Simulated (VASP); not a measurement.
A run of VASP 6.6.1 is set up as follows.

INCAR

```
SYSTEM = Y2MgC2
PREC = Accurate
ENCUT = 520
EDIFF = 1E-6
ISMEAR = 0
SIGMA = 0.1
LREAL = .False.
LASPH = .True.
NELM = 150
ALGO = Normal
ISIF = 2
LWAVE = .False.
LCHARG = .True.
ISPIN = 2
MAGMOM = 0 0 0 1 1
LORBIT = 11
LMAXMIX = 4
GGA = PE
LELF = .True.
LVHAR = .True.
NBANDS = 28
```

Contents of KPOINTS:

```
regular mesh
0
Gamma
  6 6 2
  0 0 0
```

Contents of POSCAR:

```
Y2MgC2
1.0
    4.2035244189      0.0000000037      0.0000000000
   -2.1017622127      3.6403589303      0.0000000000
    0.0000000000      0.0000000000      5.3731571753
Y Mg C
2 1 2
Direct
    0.3333333333      0.6666666667      0.2823880217
    0.6666666667      0.3333333333      0.7176119783
    0.0000000000      0.0000000000      0.0000000000
    0.3333333333      0.6666666667      0.7814075592
    0.6666666667      0.3333333333      0.2185924408
```

Potentials or basis: VASP PAW PBE potentials, release 64 (Y_sv, Mg, C).

Command:

```sh
$ cat potpaw_PBE.64/Y_sv/POTCAR potpaw_PBE.64/Mg/POTCAR potpaw_PBE.64/C/POTCAR > POTCAR
$ mpirun -np 1 vasp_std > vasp.out
```

Q: What does it give for the largest force?

A: 0.011 eV/Å.

Q: What does it give for the band gap on the k mesh?

A: Zero (filled and empty bands overlap).

Q: Estimate the net moment.

A: 0.00 μB per cell.

Q: Estimate the pressure.

A: 0.1 GPa.

Stress tensor (GPa, compression positive):
```
 0.18  0.00  0.00
 0.00  0.18  0.00
 0.00  0.00 -0.11
```

Caveat: the k points lie up to 0.58 Å⁻¹ apart.
